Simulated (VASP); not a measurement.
# NiO (Fm-3m) in VASP: further runs, part 2 of 2

VASP 6.6.1. The steps go on from the part before.

### Step 3. Single point, LDA+U, collinear spin, ferromagnetic start

INCAR

```
PREC = Accurate
ENCUT = 520
EDIFF = 1E-6
ISMEAR = 0
SIGMA = 0.05
LREAL = False
LASPH = True
NELM = 150
ALGO = Normal
ISIF = 2
LWAVE = False
LCHARG = False
ISPIN = 2
MAGMOM = 2 2 0 0
LORBIT = 11
LMAXMIX = 4
LDAU = True
LDAUTYPE = 2
LDAUL = 2 -1
LDAUU = 4 0
LDAUJ = 0 0
LDAUPRINT = 1
NBANDS = 28
```

KPOINTS

```
regular mesh
0
Gamma
  8 8 8
```

POSCAR

```
NiO
1.0
    0.0000000000      2.0913095100      2.0913095100
    2.0913095100      0.0000000000      2.0913095100
    4.1826190200      4.1826190200      0.0000000000
Ni O
2 2
Direct
    0.0000000000      0.0000000000      0.0000000000
    0.0000000000      0.0000000000      0.5000000000
    0.5000000000      0.5000000000      0.2500000000
    0.5000000000      0.5000000000      0.7500000000
```

Potentials or basis: VASP PAW LDA potentials, release 64 (Ni, O).

The run is started by

```console
$ cat potpaw_LDA.64/Ni/POTCAR potpaw_LDA.64/O/POTCAR > POTCAR
$ mpirun -np 1 vasp_std > vasp.out
```

OUTCAR:

```text
PREC = Accurate
   ENCUT = 520
   EDIFF = 1E-6
   ISMEAR = 0
   LREAL = False
   LASPH = True
   NELM = 150
   ISIF = 2
   ISPIN = 2
   LORBIT = 11

 ion  position               nearest neighbor table
   1  0.000  0.000  0.000-   4 2.09   3 2.09   4 2.09   3 2.09   4 2.09   3 2.09   2 2.96   2 2.96
                             2 2.96   2 2.96   2 2.96   2 2.96
   2  0.000  0.000  0.500-   3 2.09   3 2.09   4 2.09   3 2.09   4 2.09   4 2.09   1 2.96   1 2.96
                             1 2.96   1 2.96   1 2.96   1 2.96
   3  0.500  0.500  0.250-   1 2.09   1 2.09   2 2.09   1 2.09   2 2.09   2 2.09
   4  0.500  0.500  0.750-   2 2.09   1 2.09   2 2.09   1 2.09   2 2.09   1 2.09

  LATTYP: Found a trigonal (rhomboedric) cell.
 ALAT       =     5.1226411937
 COS(alpha) =     0.8333333333

  Lattice vectors:

 A1 = (   4.1826190200,   2.0913095100,  -2.0913095100)
 A2 = (   2.0913095100,   2.0913095100,  -4.1826190200)
 A3 = (   2.0913095100,   4.1826190200,  -2.0913095100)

Analysis of symmetry for initial positions (statically):
=====================================================================
 Subroutine PRICEL returns following result:

  LATTYP: Found a face centered cubic cell.
 ALAT       =     4.1826190200
[... 12 lines left out ...]
 Subroutine GETGRP returns: Found 12 space group operations
 (whereof 12 operations were pure point group operations)
 out of a pool of 12 trial point group operations.

The static configuration has the point symmetry D_3d.

Analysis of symmetry for dynamics (positions and initial velocities):
=====================================================================
 Subroutine PRICEL returns following result:

  LATTYP: Found a face centered cubic cell.
 ALAT       =     4.1826190200
[... 12 lines left out ...]
 Subroutine GETGRP returns: Found 12 space group operations
 (whereof 12 operations were pure point group operations)
 out of a pool of 12 trial point group operations.

[... 233 lines left out ...]
 number of electron      32.0000011 magnetization       3.9993466

 Free energy of the ion-electron system (eV)
  ---------------------------------------------------
  ext. energy  EPLUGINS =         0.00000000
  ---------------------------------------------------
  free energy    TOTEN  =       -23.97551183 eV

  energy without entropy =      -23.97551183  energy(sigma->0) =      -23.97551183

 E-fermi :   7.1548     XC(G=0): -13.1299

 val. band max:        6.8518415858   @ k =   0.5000   0.0000   0.0000
 cond. band min:       7.5326766312   @ k =   0.0000   0.0000   0.0000
 fundamental gap:      0.6808350454
 Fermi energy:         7.1547825702

 spin component 1

 k-point     1 :       0.0000    0.0000    0.0000
  band No.  band energies     occupation
      1     -12.3533      1.00000
      2     -10.8743      1.00000
      3      -1.0319      1.00000
      4       0.2648      1.00000
      5       0.2648      1.00000
      6       2.0100      1.00000
[... 1481 lines left out ...]
     27      24.3390      0.00000
     28      28.6440      0.00000

 [... further k-points ...]

------------------------ aborting loop because EDIFF is reached ----------------------------------------

  FORCE on cell =-STRESS in cart. coord.  units (eV):
  Direction    XX          YY          ZZ          XY          YZ          ZX
  --------------------------------------------------------------------------------------
  -------------------------------------------------------------------------------------
  Total       -3.3723454     -3.3723454     -3.3723454     -0.0000669      0.0000669      0.0000669
  in kB     -147.6820481   -147.6820481   -147.6820481     -0.0029310      0.0029310      0.0029310
  external PRESSURE =    -147.6820481 kB  Pullay stress =       0.0000000 kB

 VOLUME and BASIS-vectors are now :
 -----------------------------------------------------------------------------
  energy-cutoff  :      520.00
  volume of cell :       36.59
      direct lattice vectors                 reciprocal lattice vectors
     0.000000000  2.091309510  2.091309510    -0.239084649  0.239084649  0.239084649
     2.091309510  0.000000000  2.091309510     0.239084649 -0.239084649  0.239084649
     4.182619020  4.182619020  0.000000000     0.119542324  0.119542324 -0.119542324

 POSITION                                       TOTAL-FORCE (eV/Angst)
 -----------------------------------------------------------------------------------
      0.00000      0.00000      0.00000        -0.000000     -0.000000      0.000000
      2.09131      2.09131      0.00000        -0.000000     -0.000000      0.000000
      2.09131      2.09131      2.09131         0.000000      0.000000     -0.000000
      4.18262      4.18262      2.09131        -0.000000     -0.000000     -0.000000
 -----------------------------------------------------------------------------------
    total drift:                                0.000000     -0.000000     -0.000000

  FREE ENERGIE OF THE ION-ELECTRON SYSTEM (eV)
  ---------------------------------------------------
  free  energy   TOTEN  =       -23.9755118260 eV

  energy  without entropy=      -23.9755118260  energy(sigma->0) =      -23.97551183

 total charge

# of ion       s       p       d       tot
------------------------------------------
    1        0.344   0.421   8.253   9.018
    2        0.344   0.421   8.253   9.018
    3        1.536   3.433   0.000   4.969
    4        1.536   3.433   0.000   4.969
--------------------------------------------------
tot          3.761   7.708  16.506  27.975

 magnetization (x)

# of ion       s       p       d       tot
------------------------------------------
    1        0.010   0.015   1.677   1.702
    2        0.010   0.015   1.677   1.702
    3        0.024   0.241   0.000   0.265
    4        0.024   0.241   0.000   0.265
--------------------------------------------------
tot          0.069   0.511   3.353   3.933
```

stdout:

```text
POSCAR found type information on POSCAR NiO
 POSCAR found :  2 types and       4 ions
 scaLAPACK will be used
 LDA part: xc-table for (Slater(with rela. corr.)+CA(PZ))
 , standard interpolation
 POSCAR, INCAR and KPOINTS ok, starting setup
 FFT: planning ... GRIDC
 FFT: planning ... GRID_SOFT
 FFT: planning ... GRID
 WAVECAR not read
 entering main loop
```

Run time: 91 s. Hardware: 1 thread of AMD EPYC 9R45 (Zen 5), shared host; peak memory 0.19 GiB.

What came out:

* Free energy: -23.9755 eV
* Pressure: -14.8 GPa
* Band gap on the k mesh: 0.68 eV
* Net moment: 4.00 μB per cell
* Site moments: Ni +1.70; O +0.27 μB
* Valence electrons inside the program's atomic spheres: Ni 9.02; O 4.97

Levels at points of the mesh, in eV from the valence-band top:
Spin up:
```csv
k point,band 15,band 16,band 17,band 18,band 19,band 20,band 21,band 22
"(0.00, 0.00, 0.00)",-2.08,-2.08,0.00,0.00,2.23,6.16,10.48,14.37
"(0.50, 0.00, 0.00)",-3.24,-2.59,0.00,0.00,6.16,6.52,10.48,11.18
"(0.00, 0.00, 0.50)",-0.86,-0.86,-0.86,-0.86,4.93,4.93,12.30,12.30
"(0.50, 0.00, 0.50)",-1.77,-1.77,-1.35,-1.35,7.96,7.96,10.13,10.13
```
Spin down:
```
           k point  band 10  band 11  band 12  band 13  band 14  band 15  band 16  band 17  band 18  band 19
(0.00, 0.00, 0.00)    -1.88    -1.58    -1.58    -1.58    -1.50     0.68     0.68     2.62     3.36     3.36
(0.50, 0.00, 0.00)    -2.03    -2.03    -1.88    -1.88    -1.50     1.11     1.65     3.36     3.36     6.39
(0.00, 0.00, 0.50)    -2.07    -2.07    -2.07    -1.94    -1.94     2.22     2.22     2.22     2.22     5.34
(0.50, 0.00, 0.50)    -2.37    -1.88    -1.88    -1.69    -1.69     2.20     2.20     2.21     2.21     8.45
```

Eigenvalues of the final occupation matrices:
```
    site  spin  trace               eigenvalues
site 1 d     1   4.98  0.98 0.98 0.98 1.03 1.03
site 1 d     2   3.30  0.19 0.19 0.97 0.97 0.97
site 2 d     1   4.98  0.98 0.98 0.98 1.03 1.03
site 2 d     2   3.30  0.19 0.19 0.97 0.97 0.97
```

Caveat: the cell stands under tension. A k mesh can miss the band edges.

### Step 4. Single point, LDA+U, collinear spin, zero start

INCAR

```
SYSTEM = NiO
PREC = Accurate
ENCUT = 520
EDIFF = 1E-7
ISMEAR = 0
SIGMA = 0.05
LREAL = .False.
LASPH = .True.
NELM = 150
ALGO = Normal
ISIF = 2
LWAVE = .False.
LCHARG = .True.
ISPIN = 2
MAGMOM = 0 0 0 0
LORBIT = 11
NUPDOWN = 0.0
LMAXMIX = 4
LDAU = .True.
LDAUTYPE = 2
LDAUL = 2 -1
LDAUU = 4 0
LDAUJ = 0 0
LDAUPRINT = 1
LELF = .True.
LVHAR = .True.
NBANDS = 28
```

KPOINTS

```
regular mesh
0
Gamma
  8 8 8
  0 0 0
```

POSCAR is that of step 3.

The run is started by

```console
$ cat potpaw_LDA.64/Ni/POTCAR potpaw_LDA.64/O/POTCAR > POTCAR
$ mpirun -np 1 vasp_std > vasp.out
```

Wall time 2 min (1 thread of Intel Xeon 8259CL, shared host); peak memory 0.23 GiB.

The run converged. Its results:

```
Free energy                                           : -22.0391 eV
Pressure                                              : -26.7 GPa
Net moment                                            : 0.00 μB per cell
Valence electrons inside the program's atomic spheres : Ni 9.17; O 4.88
```

Eigenvalues of the final occupation matrices:
| site | spin | trace | eigenvalues |
| --- | --- | --- | --- |
| site 1 d | 1 | 4.25 | 0.67 0.67 0.97 0.97 0.97 |
| site 1 d | 2 | 4.25 | 0.67 0.67 0.97 0.97 0.97 |
| site 2 d | 1 | 4.25 | 0.67 0.67 0.97 0.97 0.97 |
| site 2 d | 2 | 4.25 | 0.67 0.67 0.97 0.97 0.97 |

Caveat: the cell stands under tension; the total moment is fixed, so each spin has its own Fermi level.
